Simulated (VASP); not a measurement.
# CdTe (F-43m) in VASP: further runs

Runs on CdTe. Level: PBE. Tasks: single point, relaxation of cell and atoms.

All numbers are computed with VASP 6.6.1; they aren't measurements. Logs are shortened: lines on timing, memory, paths and dates and some standing lists are left out, and cuts for length are marked.

## (1) The cell of the first run

Symmetry: F-43m, No. 216, cubic system. Conventional cell: a = 6.619 Å, b = 6.619 Å, c = 6.619 Å, α = 90.00°, β = 90.00°, γ = 90.00°. Within 3.8 Å of Cd (site symmetry -43m) lie 4 Te at 2.87 Å. Te (site symmetry -43m) has 4 Cd at 2.87 Å within 3.8 Å.

## (2) Single point, PBE

INCAR

```
ALGO = Normal
EDIFF = 1E-6
ENCUT = 520
GGA = PE
ISIF = 2
ISMEAR = 0
LASPH = True
LCHARG = True
LELF = True
LREAL = False
LVHAR = True
LWAVE = False
NBANDS = 16
NELM = 60
PREC = Accurate
SIGMA = 0.02
```

KPOINTS

```
k-points
0
Gamma
  10 10 10
```

POSCAR

```
CdTe
1.0
    0.0000000000      3.3096311561      3.3096311561
    3.3096311561      0.0000000000      3.3096311561
    3.3096311561      3.3096311561      0.0000000000
Cd Te
1 1
Direct
    0.0000000000      0.0000000000      0.0000000000
    0.7500000000      0.7500000000      0.7500000000
```

Potentials or basis: VASP PAW PBE potentials, release 64 (Cd, Te).

Launch:

```sh
> cat potpaw_PBE.64/Cd/POTCAR potpaw_PBE.64/Te/POTCAR > POTCAR
> mpirun -np 1 vasp_std > vasp.out
```

OUTCAR:

```text
EDIFF = 1E-6
   ENCUT = 520
   GGA = PE
   ISIF = 2
   ISMEAR = 0
   LASPH = True
   LREAL = False
   NELM = 60
   PREC = Accurate

 ion  position               nearest neighbor table
   1  0.000  0.000  0.000-   2 2.87   2 2.87   2 2.87   2 2.87
   2  0.750  0.750  0.750-   1 2.87   1 2.87   1 2.87   1 2.87

  LATTYP: Found a face centered cubic cell.
 ALAT       =     6.6192623122

  Lattice vectors:

 A1 = (   0.0000000000,   3.3096311561,   3.3096311561)
 A2 = (   3.3096311561,   0.0000000000,   3.3096311561)
 A3 = (   3.3096311561,   3.3096311561,   0.0000000000)

Analysis of symmetry for initial positions (statically):
=====================================================================
 Subroutine PRICEL returns:
 Original cell was already a primitive cell.

 Routine SETGRP: Setting up the symmetry group for a
 face centered cubic supercell.

 Subroutine GETGRP returns: Found 24 space group operations
 (whereof 24 operations were pure point group operations)
 out of a pool of 48 trial point group operations.

The static configuration has the point symmetry T_d .

Analysis of symmetry for dynamics (positions and initial velocities):
=====================================================================
 Subroutine PRICEL returns:
 Original cell was already a primitive cell.

 Routine SETGRP: Setting up the symmetry group for a
 face centered cubic supercell.

 Subroutine GETGRP returns: Found 24 space group operations
 (whereof 24 operations were pure point group operations)
 out of a pool of 48 trial point group operations.

The dynamic configuration has the point symmetry T_d .

 Subroutine INISYM returns: Found 24 space group operations
 (whereof 24 operations are pure point group operations),
 and found     1 'primitive' translations

----------------------------------------------------------------------------------------

                                     Primitive cell

  volume of cell :      72.5051

  direct lattice vectors                    reciprocal lattice vectors
     0.000000000  3.309631156  3.309631156    -0.151074236  0.151074236  0.151074236
     3.309631156  0.000000000  3.309631156     0.151074236 -0.151074236  0.151074236
     3.309631156  3.309631156  0.000000000     0.151074236  0.151074236 -0.151074236

  length of vectors
[... 74 lines left out ...]
   ISTART =      0    job   : 0-new  1-cont  2-samecut
   ICHARG =      2    charge: 1-file 2-atom 10-const
   ISPIN  =      1    spin polarized calculation?
   LNONCOLLINEAR =      F non collinear calculations
   LSORBIT =      F    spin-orbit coupling
   LASPH  =      T    aspherical Exc in radial PAW
   ENCUT  =  520.0 eV  38.22 Ry    6.18 a.u.   8.70  8.70  8.70*2*pi/ulx,y,z
   NELM   =     60;   NELMIN=  2; NELMDL= -5     # of ELM steps
   EDIFF  = 0.1E-05   stopping-criterion for ELM
   LREAL  =      F    real-space projection
   EDIFFG = 0.1E-04   stopping-criterion for IOM
   NSW    =      0    number of steps for IOM
   IBRION =     -1    ionic relax: 0-MD 1-quasi-New 2-CG
   NFREE  =      0    steps in history (QN), initial steepest desc. (CG)
   ISIF   =      2    stress and relaxation
   ISYM   =      2    0-nonsym 1-usesym 2-fastsym
   POTIM  = 0.5000    time-step for ionic-motion
   TEBEG  =    0.0;   TEEND  =   0.0 temperature during run
   PSTRESS=    0.0 pullay stress
   NELECT =      18.0000    total number of electrons
   NUPDOWN=      -1.0000    fix difference up-down
   EMIN   =  10.00;   EMAX   =-10.00  energy-range for DOS
   EFERMI =   0.00;   METHOD = LEGACY
   ISMEAR =     0;   SIGMA  =   0.02  broadening in eV -4-tet -1-fermi 0-gaus
   EFERMI_NEDOS =   21; number of points for ismear=-14 and -15
   IALGO  =     38    algorithm
   IMIX   =      4    mixing-type and parameters
     AMIX     =   0.40;   BMIX     =  1.00
     AMIX_MAG =   1.60;   BMIX_MAG =  1.00
  volume/ion in A,a.u.               =      36.25       244.64
  Fermi-wavevector in a.u.,A,eV,Ry     =   1.028907  1.944352 14.403799  1.058649
  Thomas-Fermi vector in A             =   2.162927
   LORBIT       =      0    0 simple, 1 ext, 2 COOP (PROOUT), +10 PAW based schemes
   GGA     = PE    functional components
   LHFCALC =     F    Hartree Fock is set to
   AEXX    =    0.0000 exact exchange contribution
   IVDW    =     0    specifies the selected vdW correction
   LEPSILON=     F    determine dielectric tensor
   LRPA    =     F    only Hartree local field effects (RPA)
 non-spin polarized calculation
 Gauss-broadening in eV      SIGMA  =   0.02
  energy-cutoff  :      520.00
  volume of cell :       72.51
 maximum number of plane-waves:      1980
   NGX = 17   NGY = 17   NGZ = 17

 number of electron      18.0000006 magnetization

 Free energy of the ion-electron system (eV)
  ---------------------------------------------------
  ext. energy  EPLUGINS =         0.00000000
  ---------------------------------------------------
  free energy    TOTEN  =        -4.81281110 eV

  energy without entropy =       -4.81281110  energy(sigma->0) =       -4.81281110

 E-fermi :   1.9015     XC(G=0):  -8.3074

 val. band max:        1.7923711882   @ k =   0.0000   0.0000   0.0000
 cond. band min:       2.3742063247   @ k =   0.0000   0.0000   0.0000
 fundamental gap:      0.5818351365
 Fermi energy:         1.9015100980

 k-point     1 :       0.0000    0.0000    0.0000
  band No.  band energies     occupation
      1      -9.0393      2.00000
      2      -6.2946      2.00000
      3      -6.2946      2.00000
      4      -6.2946      2.00000
      5      -6.0781      2.00000
      6      -6.0781      2.00000
[... 433 lines left out ...]
      3      -6.1931      2.00000
      4      -6.1370      2.00000
      5      -6.0590      2.00000
      6      -5.8425      2.00000
[... 8 lines left out ...]
     15      12.1600      0.00000
     16      13.2112      0.00000

 [... further k-points ...]
[... 5 lines left out ...]
  --------------------------------------------------------------------------------------
  -------------------------------------------------------------------------------------
  Total        0.0440986      0.0440986      0.0440986      0.0000000      0.0000000      0.0000000
  in kB        0.9744664      0.9744664      0.9744664      0.0000000      0.0000000      0.0000000
  external PRESSURE =       0.9744664 kB  Pullay stress =       0.0000000 kB

 VOLUME and BASIS-vectors are now :
 -----------------------------------------------------------------------------
  energy-cutoff  :      520.00
  volume of cell :       72.51
      direct lattice vectors                 reciprocal lattice vectors
     0.000000000  3.309631156  3.309631156    -0.151074236  0.151074236  0.151074236
     3.309631156  0.000000000  3.309631156     0.151074236 -0.151074236  0.151074236
     3.309631156  3.309631156  0.000000000     0.151074236  0.151074236 -0.151074236

 POSITION                                       TOTAL-FORCE (eV/Angst)
 -----------------------------------------------------------------------------------
      0.00000      0.00000      0.00000        -0.000000     -0.000000     -0.000000
      4.96445      4.96445      4.96445         0.000000      0.000000      0.000000
 -----------------------------------------------------------------------------------
    total drift:                                0.000000      0.000000      0.000001

  FREE ENERGIE OF THE ION-ELECTRON SYSTEM (eV)
  ---------------------------------------------------
  free  energy   TOTEN  =        -4.8128110984 eV

  energy  without entropy=       -4.8128110984  energy(sigma->0) =       -4.81281110
```

stdout:

```text
POSCAR found type information on POSCAR CdTe
 POSCAR found :  2 types and       2 ions
 scaLAPACK will be used
 LDA part: xc-table for (Slater+PW92), standard interpolation
 POSCAR, INCAR and KPOINTS ok, starting setup
 FFT: planning ... GRIDC
 FFT: planning ... GRID_SOFT
 FFT: planning ... GRID
 WAVECAR not read
 entering main loop
```

Run time: 37 s. Hardware: 1 thread of Intel Xeon 6975P-C, shared host; peak memory 0.24 GiB.

Results:

```
Free energy            : -4.8128 eV
Pressure               : 0.1 GPa
Band gap on the k mesh : 0.58 eV, direct
```

Levels at points of the mesh, in eV from the valence-band top:
```csv
k point,band 5,band 6,band 7,band 8,band 9,band 10,band 11,band 12,band 13,band 14
"(0.00, 0.00, 0.00)",-7.87,-7.87,0.00,0.00,0.00,0.58,4.64,4.64,4.64,7.38
"(0.50, 0.00, 0.00)",-7.86,-7.57,-4.08,-0.69,-0.69,1.75,5.21,5.21,7.01,8.44
"(0.50, 0.50, 0.00)",-7.84,-7.45,-4.01,-1.66,-1.66,2.67,2.74,8.51,8.81,8.81
```

Caveat: spin-orbit coupling is left out, which moves the levels of the heavy elements. A hybrid or GW would open this gap; PBE tends to underestimate it.

## (3) Relaxation of cell and atoms, PBE

INCAR

```
SYSTEM = CdTe
PREC = Accurate ; ENCUT = 600
EDIFF = 1E-7 ; ISMEAR = 0
SIGMA = 0.02 ; LREAL = .False.
LASPH = .True. ; NELM = 80
ALGO = Normal ; ISIF = 3
LWAVE = .False. ; LCHARG = .False.
GGA = PE ; IBRION = 2
NSW = 100 ; EDIFFG = -0.005
```

KPOINTS

```
regular mesh
0
Gamma
  10 10 10
  0 0 0
```

POSCAR is that of step 2.

Potentials or basis: VASP PAW PBE potentials, release 64 (Cd, Te).

Launch:

```sh
> cat potpaw_PBE.64/Cd/POTCAR potpaw_PBE.64/Te/POTCAR > POTCAR
> mpirun -np 1 vasp_std > vasp.out
```

OUTCAR:

```text
SYSTEM = CdTe
   PREC = Accurate
   ENCUT = 600
   EDIFF = 1E-7
   ISMEAR = 0
   LREAL = .False.
   LASPH = .True.
   NELM = 80
   ISIF = 3
   GGA = PE
   IBRION = 2
   NSW = 100
   EDIFFG = -0.005

 ion  position               nearest neighbor table
   1  0.000  0.000  0.000-   2 2.87   2 2.87   2 2.87   2 2.87
   2  0.750  0.750  0.750-   1 2.87   1 2.87   1 2.87   1 2.87

  LATTYP: Found a face centered cubic cell.
 ALAT       =     6.6192623122

  Lattice vectors:

 A1 = (   0.0000000000,   3.3096311561,   3.3096311561)
 A2 = (   3.3096311561,   0.0000000000,   3.3096311561)
 A3 = (   3.3096311561,   3.3096311561,   0.0000000000)

Analysis of symmetry for initial positions (statically):
=====================================================================
 Subroutine PRICEL returns:
 Original cell was already a primitive cell.

 Routine SETGRP: Setting up the symmetry group for a
 face centered cubic supercell.

 Subroutine GETGRP returns: Found 24 space group operations
 (whereof 24 operations were pure point group operations)
 out of a pool of 48 trial point group operations.

The static configuration has the point symmetry T_d .

Analysis of symmetry for dynamics (positions and initial velocities):
=====================================================================
 Subroutine PRICEL returns:
 Original cell was already a primitive cell.

 Routine SETGRP: Setting up the symmetry group for a
 face centered cubic supercell.

 Subroutine GETGRP returns: Found 24 space group operations
 (whereof 24 operations were pure point group operations)
 out of a pool of 48 trial point group operations.

The dynamic configuration has the point symmetry T_d .

 Subroutine INISYM returns: Found 24 space group operations
 (whereof 24 operations are pure point group operations),
[... 170 lines left out ...]
      4.96445      4.96445      4.96445        -0.000000     -0.000000     -0.000000
 -----------------------------------------------------------------------------------
    total drift:                                0.000000      0.000000      0.000000

  FREE ENERGIE OF THE ION-ELECTRON SYSTEM (eV)
  ---------------------------------------------------
  free  energy   TOTEN  =        -4.8125087353 eV

  energy  without entropy=       -4.8125087353  energy(sigma->0) =       -4.81250874

--------------------------------------- Ionic step        2  -------------------------------------------

 number of electron      18.0000001 magnetization

 Free energy of the ion-electron system (eV)
  ---------------------------------------------------
  ext. energy  EPLUGINS =         0.00000000
  ---------------------------------------------------
  free energy    TOTEN  =        -4.81252611 eV

  energy without entropy =       -4.81252611  energy(sigma->0) =       -4.81252611

 E-fermi :   1.9232     XC(G=0):  -8.2994

 val. band max:        1.7780650755   @ k =   0.0000   0.0000   0.0000
 cond. band min:       2.3545714519   @ k =   0.0000   0.0000   0.0000
 fundamental gap:      0.5765063764
 Fermi energy:         1.9231593635

 k-point     1 :       0.0000    0.0000    0.0000
  band No.  band energies     occupation
      1      -9.0445      2.00000
      2      -6.3054      2.00000
      3      -6.3054      2.00000
      4      -6.3054      2.00000
      5      -6.0900      2.00000
      6      -6.0900      2.00000
      7       1.7781      2.00000
      8       1.7781      2.00000
      9       1.7781      2.00000
     10       2.3546      0.00000
     11       6.4187      0.00000
     12       6.4187      0.00000
     13       6.4187      0.00000
[... 354 lines left out ...]
  band No.  band energies     occupation
      1      -8.6863      2.00000
      2      -6.2106      2.00000
      3      -6.2045      2.00000
      4      -6.1485      2.00000
      5      -6.0710      2.00000
      6      -5.8550      2.00000
      7      -1.6743      2.00000
      8       0.2742      2.00000
      9       0.4337      2.00000
     10       4.6442      0.00000
     11       5.1266      0.00000
     12       8.3872      0.00000
     13       9.0545      0.00000

 [... further k-points ...]
[... 5 lines left out ...]
  --------------------------------------------------------------------------------------
  -------------------------------------------------------------------------------------
  Total       -0.0029961     -0.0029961     -0.0029961     -0.0000000      0.0000000      0.0000000
  in kB       -0.0660894     -0.0660894     -0.0660894     -0.0000000      0.0000000      0.0000000
  external PRESSURE =      -0.0660894 kB  Pullay stress =       0.0000000 kB

 VOLUME and BASIS-vectors are now :
 -----------------------------------------------------------------------------
  energy-cutoff  :      600.00
  volume of cell :       72.63
      direct lattice vectors                 reciprocal lattice vectors
     0.000000000  3.311562823  3.311562823    -0.150986113  0.150986113  0.150986113
     3.311562823  0.000000000  3.311562823     0.150986113 -0.150986113  0.150986113
     3.311562823  3.311562823  0.000000000     0.150986113  0.150986113 -0.150986113

 POSITION                                       TOTAL-FORCE (eV/Angst)
 -----------------------------------------------------------------------------------
      0.00000      3.31156      3.31156         0.000000      0.000000      0.000000
      4.96734      4.96734      4.96734        -0.000000     -0.000000     -0.000000
 -----------------------------------------------------------------------------------
    total drift:                                0.000000      0.000000      0.000000

  FREE ENERGIE OF THE ION-ELECTRON SYSTEM (eV)
  ---------------------------------------------------
  free  energy   TOTEN  =        -4.8125261109 eV

  energy  without entropy=       -4.8125261109  energy(sigma->0) =       -4.81252611

 reached required accuracy - stopping structural energy minimisation
```

OSZICAR:

```text
N       E                     dE             d eps       ncg     rms          rms(c)
DAV:   1     0.112143300381E+03    0.11214E+03   -0.89998E+03  1222   0.134E+03
DAV:   2    -0.117166023079E+00   -0.11226E+03   -0.10745E+03  1332   0.289E+02
DAV:   3    -0.499696501078E+01   -0.48798E+01   -0.48634E+01  1502   0.627E+01
[... 15 lines left out ...]
DAV:   3    -0.481253749929E+01    0.49691E-04   -0.12104E-04  1282   0.118E-01    0.462E-02
DAV:   4    -0.481252739378E+01    0.10106E-04   -0.12198E-05  1317   0.284E-02    0.890E-03
DAV:   5    -0.481252634548E+01    0.10483E-05   -0.14461E-06  1332   0.155E-02    0.586E-03
DAV:   6    -0.481252605740E+01    0.28808E-06   -0.36080E-07  1272   0.633E-03    0.152E-03
DAV:   7    -0.481252611094E+01   -0.53540E-07   -0.40206E-08   636   0.256E-03
   2 F= -.48125261E+01 E0= -.48125261E+01  d E =-.173756E-04
```

CONTCAR:

```text
CdTe
   1.00000000000000
     0.0000000000000000    3.3115628234103087    3.3115628234103087
     3.3115628234103087    0.0000000000000000    3.3115628234103087
     3.3115628234103087    3.3115628234103087    0.0000000000000000
  Cd              Te
     1     1
Direct
     1.0000000000000000    0.0000000000000000    0.0000000000000000
     0.7500000000000000    0.7500000000000000    0.7500000000000000

  0.00000000E+00  0.00000000E+00  0.00000000E+00
  0.00000000E+00  0.00000000E+00  0.00000000E+00
```

Wall time 77 s (1 thread of Intel Xeon 6975P-C, shared host); peak memory 0.28 GiB.

What came out:

```yaml
Free_energy: -4.8125 eV
Relaxed_volume: 36.32 Å³/atom
Relaxed_cell: a = 4.683 Å, b = 4.683 Å, c = 4.683 Å, α = 60.00°, β = 60.00°, γ = 60.00°
Space_group_after_relaxing_to_0.05_Å: F-43m (No. 216)
Energy_gained_by_relaxing: 0.0 meV/atom
Ionic_steps: 2
Pressure_after_relaxing: 0.0 GPa
Band_gap_on_the_k_mesh: 0.58 eV, direct
```

Final structure:
```xyz
2
Lattice="0.0000 3.3116 3.3116 3.3116 0.0000 3.3116 3.3116 3.3116 0.0000" Properties=species:S:1:pos:R:3 pbc="T T T"
Cd    0.0000    3.3116    3.3116
Te    4.9673    4.9673    4.9673
```

Levels at points of the mesh, in eV from the valence-band top:
| k point | band 5 | band 6 | band 7 | band 8 | band 9 | band 10 | band 11 | band 12 | band 13 |
| --- | --- | --- | --- | --- | --- | --- | --- | --- | --- |
| (0.00, 0.00, 0.00) | -7.87 | -7.87 | 0.00 | 0.00 | 0.00 | 0.58 | 4.64 | 4.64 | 4.64 |
| (0.50, 0.00, 0.00) | -7.86 | -7.57 | -4.07 | -0.68 | -0.68 | 1.75 | 5.21 | 5.21 | 7.01 |
| (0.50, 0.50, 0.00) | -7.84 | -7.45 | -4.00 | -1.65 | -1.65 | 2.67 | 2.75 | 8.50 | 8.80 |

Caveat: spin-orbit coupling is left out, which moves the levels of the heavy elements. A hybrid or GW would open this gap; PBE tends to underestimate it.
